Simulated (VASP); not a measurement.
# Cr (Im-3m) in VASP: a series of runs, part 2 of 2

VASP 6.6.1. Earlier steps stand in the parts before.

**5. Single point, PBE, collinear spin, ferromagnetic start**

Input file INCAR:

```
PREC = Accurate
ENCUT = 500
EDIFF = 1E-6
ISMEAR = -1
SIGMA = 0.1
LREAL = F
LASPH = T
NELM = 200
ALGO = Normal
ISIF = 2
LWAVE = F
LCHARG = T
ISPIN = 2
MAGMOM = 1.74
LORBIT = 11
NUPDOWN = 1.8
LMAXMIX = 4
GGA = PE
LELF = T
LVHAR = T
NBANDS = 16
GGA_COMPAT = F
```

Input file KPOINTS:

```
regular mesh
0
Gamma
  13 13 13
```

Input file POSCAR:

```
Cr
1.0
   -1.4419500000      1.4419500000      1.4419500000
    1.4419500000     -1.4419500000      1.4419500000
    1.4419500000      1.4419500000     -1.4419500000
Cr
1
Direct
    0.0000000000      0.0000000000      0.0000000000
```

Potentials or basis: VASP PAW PBE potentials, release 64 (Cr_pv).

On the command line:

```sh
cat potpaw_PBE.64/Cr_pv/POTCAR > POTCAR
mpirun -np 1 vasp_std > vasp.out
```

OUTCAR:

```text
PREC = Accurate
   ENCUT = 500
   EDIFF = 1E-6
   ISMEAR = -1
   LREAL = F
   LASPH = T
   NELM = 200
   ISIF = 2
   ISPIN = 2
   LORBIT = 11
   NUPDOWN = 1.8
   GGA = PE

 ion  position               nearest neighbor table
   1  0.000  0.000  0.000-

  LATTYP: Found a body centered cubic cell.
 ALAT       =     2.8839000000

  Lattice vectors:

 A1 = (  -1.4419500000,   1.4419500000,   1.4419500000)
 A2 = (   1.4419500000,  -1.4419500000,   1.4419500000)
 A3 = (   1.4419500000,   1.4419500000,  -1.4419500000)

Analysis of symmetry for initial positions (statically):
=====================================================================
 Subroutine PRICEL returns:
 Original cell was already a primitive cell.

 Routine SETGRP: Setting up the symmetry group for a
 body centered cubic supercell.

 Subroutine GETGRP returns: Found 48 space group operations
 (whereof 48 operations were pure point group operations)
 out of a pool of 48 trial point group operations.

The static configuration has the point symmetry O_h .

Analysis of symmetry for dynamics (positions and initial velocities):
=====================================================================
 Subroutine PRICEL returns:
 Original cell was already a primitive cell.

 Routine SETGRP: Setting up the symmetry group for a
 body centered cubic supercell.

 Subroutine GETGRP returns: Found 48 space group operations
 (whereof 48 operations were pure point group operations)
 out of a pool of 48 trial point group operations.

The dynamic configuration has the point symmetry O_h .

Analysis of structural, dynamic, and magnetic symmetry:
=====================================================================
 Subroutine PRICEL returns:
 Original cell was already a primitive cell.

 Routine SETGRP: Setting up the symmetry group for a
 body centered cubic supercell.

 Subroutine GETGRP returns: Found 48 space group operations
 (whereof 48 operations were pure point group operations)
 out of a pool of 48 trial point group operations.

The overall configuration has the point symmetry O_h .

 Subroutine INISYM returns: Found 48 space group operations
 (whereof 48 operations are pure point group operations),
 and found     1 'primitive' translations

----------------------------------------------------------------------------------------

                                     Primitive cell

  volume of cell :      11.9925

  direct lattice vectors                    reciprocal lattice vectors
    -1.441950000  1.441950000  1.441950000     0.000000000  0.346752661  0.346752661
     1.441950000 -1.441950000  1.441950000     0.346752661  0.000000000  0.346752661
     1.441950000  1.441950000 -1.441950000     0.346752661  0.346752661  0.000000000

  length of vectors
     2.497530662  2.497530662  2.497530662     0.490382316  0.490382316  0.490382316

  position of ions in fractional coordinates (direct lattice)
     0.000000000  0.000000000  0.000000000

  ion indices of the primitive-cell ions
   primitive index   ion index
                 1           1

----------------------------------------------------------------------------------------

 KPOINTS: regular mesh
[... 47 lines left out ...]
  0.153846  0.076923  0.076923     24.000000
  0.230769  0.076923  0.076923     24.000000
 [... further k-points ...]
   k-points           NKPTS =     84   k-points in BZ     NKDIM =     84   number of bands    NBANDS=     16
   number of dos      NEDOS =    301   number of ions     NIONS =      1
   total plane-waves  NPLWV =   5832
   dimension x,y,z NGX =    18 NGY =   18 NGZ =   18
   dimension x,y,z NGXF=    36 NGYF=   36 NGZF=   36
   ions per type =               1
   NGX,Y,Z   is equivalent  to a cutoff of  11.98, 11.98, 11.98 a.u.
   NGXF,Y,Z  is equivalent  to a cutoff of  23.96, 23.96, 23.96 a.u.
 SYSTEM =  unknown system
   PREC   = accura    normal or accurate (medium, high low for compatibility)
   ISTART =      0    job   : 0-new  1-cont  2-samecut
   ICHARG =      2    charge: 1-file 2-atom 10-const
   ISPIN  =      2    spin polarized calculation?
   LNONCOLLINEAR =      F non collinear calculations
   LSORBIT =      F    spin-orbit coupling
   LASPH  =      T    aspherical Exc in radial PAW
   ENCUT  =  500.0 eV  36.75 Ry    6.06 a.u.   4.55  4.55  4.55*2*pi/ulx,y,z
   NELM   =    200;   NELMIN=  2; NELMDL= -5     # of ELM steps
   EDIFF  = 0.1E-05   stopping-criterion for ELM
   LREAL  =      F    real-space projection
   EDIFFG = 0.1E-04   stopping-criterion for IOM
   NSW    =      0    number of steps for IOM
   IBRION =     -1    ionic relax: 0-MD 1-quasi-New 2-CG
   NFREE  =      0    steps in history (QN), initial steepest desc. (CG)
   ISIF   =      2    stress and relaxation
   ISYM   =      2    0-nonsym 1-usesym 2-fastsym
   POTIM  = 0.5000    time-step for ionic-motion
   TEBEG  =    0.0;   TEEND  =   0.0 temperature during run
   PSTRESS=    0.0 pullay stress
   NELECT =      12.0000    total number of electrons
   NUPDOWN=       1.8000    fix difference up-down
   EMIN   =  10.00;   EMAX   =-10.00  energy-range for DOS
   EFERMI =   0.00;   METHOD = LEGACY
   ISMEAR =    -1;   SIGMA  =   0.10  broadening in eV -4-tet -1-fermi 0-gaus
   EFERMI_NEDOS =   21; number of points for ismear=-14 and -15
   IALGO  =     38    algorithm
   IMIX   =      4    mixing-type and parameters
     AMIX     =   0.40;   BMIX     =  1.00
     AMIX_MAG =   1.60;   BMIX_MAG =  1.00
  volume/ion in A,a.u.               =      11.99        80.93
  Fermi-wavevector in a.u.,A,eV,Ry     =   1.637439  3.094310 36.480015  2.681205
  Thomas-Fermi vector in A             =   2.728578
   LORBIT       =     11    0 simple, 1 ext, 2 COOP (PROOUT), +10 PAW based schemes
   GGA     = PE    functional components
   LHFCALC =     F    Hartree Fock is set to
   AEXX    =    0.0000 exact exchange contribution
   IVDW    =     0    specifies the selected vdW correction
   LEPSILON=     F    determine dielectric tensor
   LRPA    =     F    only Hartree local field effects (RPA)
 spin polarized calculation
  energy-cutoff  :      500.00
  volume of cell :       11.99
 maximum number of plane-waves:       321
   NGX =  9   NGY =  9   NGZ =  9

 number of electron      11.9999983 magnetization       1.7999777

 Free energy of the ion-electron system (eV)
  ---------------------------------------------------
  ext. energy  EPLUGINS =         0.00000000
  ---------------------------------------------------
  free energy    TOTEN  =        -8.67521356 eV

  energy without entropy =       -8.60145183  energy(sigma->0) =       -8.63833270

 E-fermi :   9.9173     XC(G=0): -13.3887

 val. band max:       11.2128591331   @ k =   0.1538   0.0769   0.0769
 cond. band min:       9.9392989889   @ k =   0.1538   0.1538   0.0000
 fundamental gap:     -1.2735601442
 Fermi energy:        11.2144272238

 spin component 1

 k-point     1 :       0.0000    0.0000    0.0000
  band No.  band energies     occupation
      1     -32.5855      1.00000
      2     -32.5855      1.00000
      3     -32.5855      1.00000
      4       2.3835      1.00000
      5       9.1944      1.00000
      6       9.1944      1.00000
[... 435 lines left out ...]
      5       8.0514      1.00000
      6       8.4967      1.00000
[... 8 lines left out ...]
     15      40.8659      0.00000
     16      41.7198      0.00000

 [... further k-points ...]

 spin component 2

 k-point     1 :       0.0000    0.0000    0.0000
  band No.  band energies     occupation
      1     -30.9400      1.00000
      2     -30.9400      1.00000
      3     -30.9400      1.00000
      4       3.1508      1.00000
      5      10.8108      0.00013
      6      10.8108      0.00013
[... 435 lines left out ...]
      5       9.5481      0.97568
      6       9.8065      0.75173
[... 8 lines left out ...]
     15      41.8720      0.00000
     16      42.4396      0.00000

 [... further k-points ...]
[... 5 lines left out ...]
  --------------------------------------------------------------------------------------
  -------------------------------------------------------------------------------------
  Total        1.1208050      1.1208050      1.1208050     -0.0000000     -0.0000000     -0.0000000
  in kB      149.7373221    149.7373221    149.7373221     -0.0000000     -0.0000000     -0.0000000
  external PRESSURE =     149.7373221 kB  Pullay stress =       0.0000000 kB

 VOLUME and BASIS-vectors are now :
 -----------------------------------------------------------------------------
  energy-cutoff  :      500.00
  volume of cell :       11.99
      direct lattice vectors                 reciprocal lattice vectors
    -1.441950000  1.441950000  1.441950000     0.000000000  0.346752661  0.346752661
     1.441950000 -1.441950000  1.441950000     0.346752661  0.000000000  0.346752661
     1.441950000  1.441950000 -1.441950000     0.346752661  0.346752661  0.000000000

 POSITION                                       TOTAL-FORCE (eV/Angst)
 -----------------------------------------------------------------------------------
      0.00000      0.00000      0.00000        -0.000000     -0.000000     -0.000000
 -----------------------------------------------------------------------------------
    total drift:                                0.000000      0.000000      0.000000

  FREE ENERGIE OF THE ION-ELECTRON SYSTEM (eV)
  ---------------------------------------------------
  free  energy   TOTEN  =        -8.6752135623 eV

  energy  without entropy=       -8.6014518282  energy(sigma->0) =       -8.63833270

 total charge

# of ion       s       p       d       tot
------------------------------------------
    1        0.424   6.353   4.227  11.004

 magnetization (x)

# of ion       s       p       d       tot
------------------------------------------
    1        0.007   0.078   1.592   1.676
```

stdout:

```text
POSCAR found type information on POSCAR Cr
 POSCAR found :  1 types and       1 ions
 scaLAPACK will be used
 LDA part: xc-table for (Slater+PW92), standard interpolation
 POSCAR, INCAR and KPOINTS ok, starting setup
 FFT: planning ... GRIDC
 FFT: planning ... GRID_SOFT
 FFT: planning ... GRID
 WAVECAR not read
 entering main loop
```

It took 14 s on 1 thread of Intel Xeon 6975P-C (Granite Rapids), shared host; peak memory 0.14 GiB.

Results:

| Property | Result |
| --- | --- |
| Free energy | -8.6752 eV |
| Pressure | 15.0 GPa |
| Net moment | 1.80 μB per cell |
| Site moments | Cr +1.68 μB |
| Valence electrons inside the program's atomic spheres | Cr 11.00 |

Caveat: the cell stands under pressure; the total moment is fixed, so each spin has its own Fermi level.

**6. Single point, PBE, collinear spin, ferromagnetic start**

Input file INCAR:

```
SYSTEM = Cr
PREC = Accurate ; ENCUT = 500
EDIFF = 1E-6 ; ISMEAR = -1
SIGMA = 0.1 ; LREAL = .FALSE.
LASPH = .TRUE. ; NELM = 200
ALGO = Normal ; ISIF = 2
LWAVE = .FALSE. ; LCHARG = .FALSE.
ISPIN = 2 ; MAGMOM = 2.31
LORBIT = 11 ; NUPDOWN = 2.4
LMAXMIX = 4 ; GGA = PE
NBANDS = 16 ; GGA_COMPAT = .FALSE.
```

Input file KPOINTS:

```
regular mesh
0
G
  13 13 13
  0 0 0
```

POSCAR is that of step 5.

Potentials or basis: VASP PAW PBE potentials, release 64 (Cr_pv).

On the command line:

```sh
cat potpaw_PBE.64/Cr_pv/POTCAR > POTCAR
mpirun -np 1 vasp_std > vasp.out
```

OUTCAR:

```text
SYSTEM = Cr
   PREC = Accurate
   ENCUT = 500
   EDIFF = 1E-6
   ISMEAR = -1
   LREAL = .FALSE.
   LASPH = .TRUE.
   NELM = 200
   ISIF = 2
   ISPIN = 2
   LORBIT = 11
   NUPDOWN = 2.4
   GGA = PE

 ion  position               nearest neighbor table
   1  0.000  0.000  0.000-

  LATTYP: Found a body centered cubic cell.
 ALAT       =     2.8839000000

  Lattice vectors:

 A1 = (  -1.4419500000,   1.4419500000,   1.4419500000)
 A2 = (   1.4419500000,  -1.4419500000,   1.4419500000)
[... 1118 lines left out ...]
  --------------------------------------------------------------------------------------
  -------------------------------------------------------------------------------------
  Total        2.2321797      2.2321797      2.2321797      0.0000000     -0.0000000      0.0000000
  in kB      298.2147646    298.2147646    298.2147646      0.0000000     -0.0000000      0.0000000
  external PRESSURE =     298.2147646 kB  Pullay stress =       0.0000000 kB

 VOLUME and BASIS-vectors are now :
 -----------------------------------------------------------------------------
  energy-cutoff  :      500.00
  volume of cell :       11.99
      direct lattice vectors                 reciprocal lattice vectors
    -1.441950000  1.441950000  1.441950000     0.000000000  0.346752661  0.346752661
     1.441950000 -1.441950000  1.441950000     0.346752661  0.000000000  0.346752661
     1.441950000  1.441950000 -1.441950000     0.346752661  0.346752661  0.000000000

 POSITION                                       TOTAL-FORCE (eV/Angst)
 -----------------------------------------------------------------------------------
      0.00000      0.00000      0.00000         0.000000      0.000000      0.000000
 -----------------------------------------------------------------------------------
    total drift:                                0.000000      0.000000      0.000000

  FREE ENERGIE OF THE ION-ELECTRON SYSTEM (eV)
  ---------------------------------------------------
  free  energy   TOTEN  =        -8.2630703821 eV

  energy  without entropy=       -8.1858259369  energy(sigma->0) =       -8.22444816

 total charge

# of ion       s       p       d       tot
------------------------------------------
    1        0.425   6.344   4.250  11.019

 magnetization (x)

# of ion       s       p       d       tot
------------------------------------------
    1        0.007   0.101   2.125   2.233
```

stdout:

```text
POSCAR found type information on POSCAR Cr
 POSCAR found :  1 types and       1 ions
 scaLAPACK will be used
 LDA part: xc-table for (Slater+PW92), standard interpolation
 POSCAR, INCAR and KPOINTS ok, starting setup
 FFT: planning ... GRIDC
 FFT: planning ... GRID_SOFT
 FFT: planning ... GRID
 WAVECAR not read
 entering main loop
```

Run time: 13 s. Hardware: 1 thread of Intel Xeon 6975P-C (Granite Rapids), shared host; peak memory 0.14 GiB.

What came out:

```yaml
Free_energy: -8.2631 eV
Pressure: 29.8 GPa
Net_moment: 2.40 μB per cell
Site_moments: Cr +2.23 μB
Valence_electrons_inside_the_program's_atomic_spheres: Cr 11.02
```

Caveat: the cell stands under pressure; the total moment is fixed, so each spin has its own Fermi level.

**7. The runs side by side**

```csv
spin,fixed moment (μB),pressure (GPa),moment (μB)
"collinear, zero start",0.0,-9.5,0.00
"collinear, ferromagnetic start",0.6,-5.8,0.60
"collinear, ferromagnetic start",1.2,3.0,1.20
"collinear, ferromagnetic start",1.8,15.0,1.80
"collinear, ferromagnetic start",2.4,29.8,2.40
```

Alike in all rows: task single point; level PBE; potentials or basis VASP PAW PBE potentials, release 64 (Cr_pv); cell as given; k mesh 13 × 13 × 13; cutoff (eV) 500; smearing fermi-dirac 0.1 eV.

Caveats: the total moment is fixed, so each spin has its own Fermi level; the cell stands under tension (at least some runs); the cell stands under pressure (at least some runs).

Absolute energies hang on the potentials; compare differences alone.
